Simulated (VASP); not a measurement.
# Os (P6_3/mmc) in VASP: further runs

Runs on Os. Level: PBE. Tasks: electric field gradients.

All numbers are computed with VASP 6.6.1; they aren't measurements. Logs are shortened: lines on timing, memory, paths and dates and some standing lists are left out, and cuts for length are marked.

### 1 The cell of the first run

Symmetry: P6_3/mmc, No. 194, hexagonal system. Conventional cell: a = 2.714 Å, b = 2.714 Å, c = 4.384 Å, α = 90.00°, β = 90.00°, γ = 120.00°. Os (site symmetry -6m2) has 12 Os at 2.69 to 2.71 Å within 3.6 Å.

### 2 Electric field gradients, PBE (z stretched by +1.5 % at fixed volume)

The input, INCAR:

```
SYSTEM = Os
  ALGO = Normal
  EDIFF = 1E-8
  ENCUT = 520
  GGA = PE
  ISIF = 2
  ISMEAR = -1
  LASPH = .TRUE.
  LCHARG = .FALSE.
  LEFG = .TRUE.
  LREAL = .FALSE.
  LWAVE = .FALSE.
  NBANDS = 15
  NELM = 80
  PREC = Accurate
  SIGMA = 0.05
```

The input, KPOINTS:

```
k-points
0
G
  15 15 9
  0 0 0
```

The input, POSCAR:

```
Os
1.0
    2.7138220692      0.0000000000      0.0000000000
   -1.3569110346      2.3502388533      0.0000000000
    0.0000000000      0.0000000000      4.3844955000
Os
2
Direct
    0.3333333333      0.6666666667      0.2500000000
    0.6666666667      0.3333333333      0.7500000000
```

Potentials or basis: VASP PAW PBE potentials, release 64 (Os).

Launch:

```
> cat potpaw_PBE.64/Os/POTCAR > POTCAR
> mpirun -np 1 vasp_std > vasp.out
```

OUTCAR:

```text
SYSTEM = Os
   EDIFF = 1E-8
   ENCUT = 520
   GGA = PE
   ISIF = 2
   ISMEAR = -1
   LASPH = .TRUE.
   LREAL = .FALSE.
   NELM = 80
   PREC = Accurate

 ion  position               nearest neighbor table
   1  0.333  0.667  0.250-   2 2.69   2 2.69   2 2.69   2 2.69   2 2.69   2 2.69
   2  0.667  0.333  0.750-   1 2.69   1 2.69   1 2.69   1 2.69   1 2.69   1 2.69

  LATTYP: Found a hexagonal cell.
 ALAT       =     2.7138220692
 C/A-ratio  =     1.6156164215

  Lattice vectors:

 A1 = (   2.7138220692,   0.0000000000,   0.0000000000)
 A2 = (  -1.3569110346,   2.3502388533,   0.0000000000)
 A3 = (   0.0000000000,   0.0000000000,   4.3844955000)

Analysis of symmetry for initial positions (statically):
=====================================================================
 Subroutine PRICEL returns:
 Original cell was already a primitive cell.

 Routine SETGRP: Setting up the symmetry group for a
 hexagonal supercell.

 Subroutine GETGRP returns: Found 24 space group operations
 (whereof 12 operations were pure point group operations)
 out of a pool of 24 trial point group operations.

The static configuration has the point symmetry D_3d.
 The point group associated with its full space group is D_6h.

Analysis of symmetry for dynamics (positions and initial velocities):
=====================================================================
 Subroutine PRICEL returns:
 Original cell was already a primitive cell.

 Routine SETGRP: Setting up the symmetry group for a
 hexagonal supercell.

 Subroutine GETGRP returns: Found 24 space group operations
 (whereof 12 operations were pure point group operations)
 out of a pool of 24 trial point group operations.

The dynamic configuration has the point symmetry D_3d.
 The point group associated with its full space group is D_6h.

 Subroutine INISYM returns: Found 24 space group operations
 (whereof 12 operations are pure point group operations),
 and found     1 'primitive' translations

----------------------------------------------------------------------------------------

                                     Primitive cell

  volume of cell :      27.9649

  direct lattice vectors                    reciprocal lattice vectors
     2.713822069  0.000000000  0.000000000     0.368483996  0.212744334  0.000000000
    -1.356911035  2.350238853  0.000000000     0.000000000  0.425488668  0.000000000
     0.000000000  0.000000000  4.384495500     0.000000000  0.000000000  0.228076412

  length of vectors
     2.713822069  2.713822069  4.384495500     0.425488668  0.425488668  0.228076412

  position of ions in fractional coordinates (direct lattice)
     0.333333333  0.666666667  0.250000000
     0.666666667  0.333333333  0.750000000

  ion indices of the primitive-cell ions
   primitive index   ion index
                 1           1
                 2           2

----------------------------------------------------------------------------------------

 KPOINTS: k-points

Automatic generation of k-mesh.
 Grid dimensions read from file:
 generate k-points for:   15   15    9

 Generating k-lattice:

  Cartesian coordinates                     Fractional coordinates (reciprocal lattice)
     0.024565600  0.014182956  0.000000000     0.066666667  0.000000000  0.000000000
     0.000000000  0.028365911  0.000000000     0.000000000  0.066666667  0.000000000
     0.000000000  0.000000000  0.025341824     0.000000000  0.000000000  0.111111111

  Length of vectors
     0.028365911  0.028365911  0.025341824

  Shift w.r.t. Gamma in fractional coordinates (k-lattice)
     0.000000000  0.000000000  0.000000000

 Subroutine IBZKPT returns following result:
 ===========================================

 Found    135 irreducible k-points:

 Following reciprocal coordinates:
            Coordinates               Weight
  0.000000  0.000000  0.000000      1.000000
  0.066667  0.000000  0.000000      6.000000
  0.133333  0.000000  0.000000      6.000000
  0.200000  0.000000  0.000000      6.000000
  0.266667  0.000000  0.000000      6.000000
  0.333333  0.000000  0.000000      6.000000
[... 16 lines left out ...]
  0.333333  0.200000  0.000000     12.000000
  0.400000  0.200000  0.000000      6.000000
 [... further k-points ...]
   k-points           NKPTS =    135   k-points in BZ     NKDIM =    135   number of bands    NBANDS=     15
   number of dos      NEDOS =    301   number of ions     NIONS =      2
   total plane-waves  NPLWV =  14400
   dimension x,y,z NGX =    20 NGY =   20 NGZ =   36
   dimension x,y,z NGXF=    40 NGYF=   40 NGZF=   72
   ions per type =               2
   NGX,Y,Z   is equivalent  to a cutoff of  12.25, 12.25, 13.65 a.u.
   NGXF,Y,Z  is equivalent  to a cutoff of  24.50, 24.50, 27.30 a.u.
 SYSTEM =  Os
   PREC   = accura    normal or accurate (medium, high low for compatibility)
   ISTART =      0    job   : 0-new  1-cont  2-samecut
   ICHARG =      2    charge: 1-file 2-atom 10-const
   ISPIN  =      1    spin polarized calculation?
   LNONCOLLINEAR =      F non collinear calculations
   LSORBIT =      F    spin-orbit coupling
   LASPH  =      T    aspherical Exc in radial PAW
   ENCUT  =  520.0 eV  38.22 Ry    6.18 a.u.   5.05  5.05  8.15*2*pi/ulx,y,z
   NELM   =     80;   NELMIN=  2; NELMDL= -5     # of ELM steps
   EDIFF  = 0.1E-07   stopping-criterion for ELM
   LREAL  =      F    real-space projection
   EDIFFG = 0.1E-06   stopping-criterion for IOM
   NSW    =      0    number of steps for IOM
   IBRION =     -1    ionic relax: 0-MD 1-quasi-New 2-CG
   NFREE  =      0    steps in history (QN), initial steepest desc. (CG)
   ISIF   =      2    stress and relaxation
   ISYM   =      2    0-nonsym 1-usesym 2-fastsym
   POTIM  = 0.5000    time-step for ionic-motion
   TEBEG  =    0.0;   TEEND  =   0.0 temperature during run
   PSTRESS=    0.0 pullay stress
   NELECT =      16.0000    total number of electrons
   NUPDOWN=      -1.0000    fix difference up-down
   EMIN   =  10.00;   EMAX   =-10.00  energy-range for DOS
   EFERMI =   0.00;   METHOD = LEGACY
   ISMEAR =    -1;   SIGMA  =   0.05  broadening in eV -4-tet -1-fermi 0-gaus
   EFERMI_NEDOS =   21; number of points for ismear=-14 and -15
   IALGO  =     38    algorithm
   IMIX   =      4    mixing-type and parameters
     AMIX     =   0.40;   BMIX     =  1.00
     AMIX_MAG =   1.60;   BMIX_MAG =  1.00
  volume/ion in A,a.u.               =      13.98        94.36
  Fermi-wavevector in a.u.,A,eV,Ry     =   1.359076  2.568282 25.131162  1.847088
  Thomas-Fermi vector in A             =   2.485855
   LORBIT       =      0    0 simple, 1 ext, 2 COOP (PROOUT), +10 PAW based schemes
   GGA     = PE    functional components
   LHFCALC =     F    Hartree Fock is set to
   AEXX    =    0.0000 exact exchange contribution
   IVDW    =     0    specifies the selected vdW correction
   LEPSILON=     F    determine dielectric tensor
   LRPA    =     F    only Hartree local field effects (RPA)
 non-spin polarized calculation
  energy-cutoff  :      520.00
  volume of cell :       27.96
 maximum number of plane-waves:       771
   NGX = 11   NGY = 11   NGZ = 17

 number of electron      15.9999998 magnetization

 Free energy of the ion-electron system (eV)
  ---------------------------------------------------
  ext. energy  EPLUGINS =         0.00000000
  ---------------------------------------------------
  free energy    TOTEN  =       -22.47590915 eV

  energy without entropy =      -22.46723301  energy(sigma->0) =      -22.47157108

 E-fermi :   9.4597     XC(G=0): -14.0615

 val. band max:        9.4577967822   @ k =   0.2667   0.0000   0.0000
 cond. band min:       9.4619023692   @ k =   0.1333   0.0000   0.3333
 fundamental gap:      0.0041055870
 Fermi energy:         9.4596938739

 k-point     1 :       0.0000    0.0000    0.0000
  band No.  band energies     occupation
      1      -1.4744      2.00000
      2       1.6452      2.00000
      3       6.4161      2.00000
      4       6.4486      2.00000
      5       6.4486      2.00000
      6       7.2288      2.00000
      7       7.2288      2.00000
      8       8.1194      2.00000
      9       8.1194      2.00000
     10       9.2471      1.97194
     11      11.1747      0.00000
     12      11.1747      0.00000
     13      18.2663      0.00000
     14      23.6273      0.00000
     15      25.9107      0.00000

 k-point     2 :       0.0667    0.0000    0.0000
  band No.  band energies     occupation
      1      -1.2908      2.00000
      2       1.8133      2.00000
      3       6.0168      2.00000
      4       6.6115      2.00000
      5       6.7972      2.00000
      6       7.1153      2.00000
      7       7.3821      2.00000
      8       7.8492      2.00000
      9       7.9891      2.00000
     10       8.5743      2.00000
     11      11.2583      0.00000
     12      12.1459      0.00000
     13      18.2450      0.00000
     14      24.0103      0.00000
     15      26.1661      0.00000

 k-point     3 :       0.1333    0.0000    0.0000
  band No.  band energies     occupation
      1      -0.7628      2.00000
      2       2.2673      2.00000
      3       5.5369      2.00000
      4       6.7651      2.00000
      5       6.8156      2.00000
      6       7.0913      2.00000
      7       7.2872      2.00000
      8       7.6602      2.00000
      9       7.8317      2.00000
     10       8.0750      2.00000
     11      11.4539      0.00000
     12      13.7841      0.00000
     13      18.1515      0.00000
     14      24.9818      0.00000
     15      26.7688      0.00000
[... 343 lines left out ...]
 k-point    23 :       0.3333    0.2000    0.0000
  band No.  band energies     occupation
      1       3.1313      2.00000
      2       3.3647      2.00000
      3       3.5032      2.00000
      4       5.2723      2.00000
      5       5.7818      2.00000
      6       6.6107      2.00000
      7       7.5266      2.00000
      8      10.2431      0.00000
      9      11.5084      0.00000
     10      11.5872      0.00000
     11      14.0798      0.00000
     12      16.4740      0.00000
     13      18.4338      0.00000
     14      20.0705      0.00000
     15      22.5544      0.00000

 k-point    24 :       0.4000    0.2000    0.0000
  band No.  band energies     occupation
      1       3.0297      2.00000
      2       3.4045      2.00000
      3       3.4542      2.00000
      4       5.5777      2.00000
      5       5.8367      2.00000
      6       6.4363      2.00000
      7       7.7116      2.00000
      8      10.8183      0.00000
      9      11.4747      0.00000
     10      11.4949      0.00000
     11      14.7710      0.00000
     12      15.4512      0.00000
     13      17.9174      0.00000
     14      20.8440      0.00000
     15      23.1268      0.00000

 [... further k-points ...]
[... 5 lines left out ...]
  --------------------------------------------------------------------------------------
  -------------------------------------------------------------------------------------
  Total        2.2474427      2.2474427     -0.0419459      0.0000000     -0.0000000      0.0000000
  in kB      128.7615528    128.7615528     -2.4031847      0.0000000     -0.0000000      0.0000000
  external PRESSURE =      85.0399736 kB  Pullay stress =       0.0000000 kB

 VOLUME and BASIS-vectors are now :
 -----------------------------------------------------------------------------
  energy-cutoff  :      520.00
  volume of cell :       27.96
      direct lattice vectors                 reciprocal lattice vectors
     2.713822069  0.000000000  0.000000000     0.368483996  0.212744334  0.000000000
    -1.356911035  2.350238853  0.000000000     0.000000000  0.425488668  0.000000000
     0.000000000  0.000000000  4.384495500     0.000000000  0.000000000  0.228076412

 POSITION                                       TOTAL-FORCE (eV/Angst)
 -----------------------------------------------------------------------------------
     -0.00000      1.56683      1.09612        -0.000000      0.000000      0.000000
      1.35691      0.78341      3.28837         0.000000      0.000000      0.000000
 -----------------------------------------------------------------------------------
    total drift:                               -0.000000      0.000000     -0.000000

  FREE ENERGIE OF THE ION-ELECTRON SYSTEM (eV)
  ---------------------------------------------------
  free  energy   TOTEN  =       -22.4759091498 eV

  energy  without entropy=      -22.4672330141  energy(sigma->0) =      -22.47157108

 Electric field gradients (V/A^2)
---------------------------------------------------------------------
 ion       V_xx      V_yy      V_zz      V_xy      V_xz      V_yz
---------------------------------------------------------------------
   1      14.682    14.682   -29.365     0.000     0.000    -0.000
   2      14.682    14.682   -29.365     0.000    -0.000     0.000
---------------------------------------------------------------------

 Electric field gradients after diagonalization (V/A^2)
 (convention: |V_zz| > |V_xx| > |V_yy|)
----------------------------------------------------------------------
 ion       V_xx      V_yy      V_zz     asymmetry (V_yy - V_xx)/ V_zz
----------------------------------------------------------------------
   1      14.683    14.682   -29.365       0.000
   2      14.683    14.682   -29.365       0.000
----------------------------------------------------------------------

           NMR quadrupolar parameters

 Cq : quadrupolar parameter    Cq=e*Q*V_zz/h
 eta: asymmetry parameters     (V_yy - V_xx)/ V_zz
 Q  : nuclear electric quadrupole moment in mb (millibarn)
----------------------------------------------------------------------
 ion       Cq(MHz)       eta       Q (mb)
----------------------------------------------------------------------
   1      -0.071       0.000       1.000
   2      -0.071       0.000       1.000
----------------------------------------------------------------------
```

Run time: 74 s. Hardware: 1 thread of Intel Xeon 8259CL, shared host; peak memory 0.18 GiB.

Results:

| Item | Value |
| --- | --- |
| Free energy | -22.4759 eV |
| Pressure | 8.5 GPa |
| Band gap on the k mesh | zero (bands 8 and 9 overlap by 3.98 eV) |
| Largest electric field gradient by atom | Os -29.4 V/Å² |

Electric field gradients, principal values (V/Å²):
| atom | least | middle | greatest (by size) |
| --- | --- | --- | --- |
| 1 Os | 14.682 | 14.683 | -29.365 |
| 2 Os | 14.682 | 14.683 | -29.365 |

Caveat: the cell stands under pressure; without QUAD_EFG the Cq values of the log hold for a quadrupole moment of 1 mb, not for the nuclei; spin-orbit coupling is left out, which moves the levels of the heavy elements.

(Part 1 of 3 ends here.)
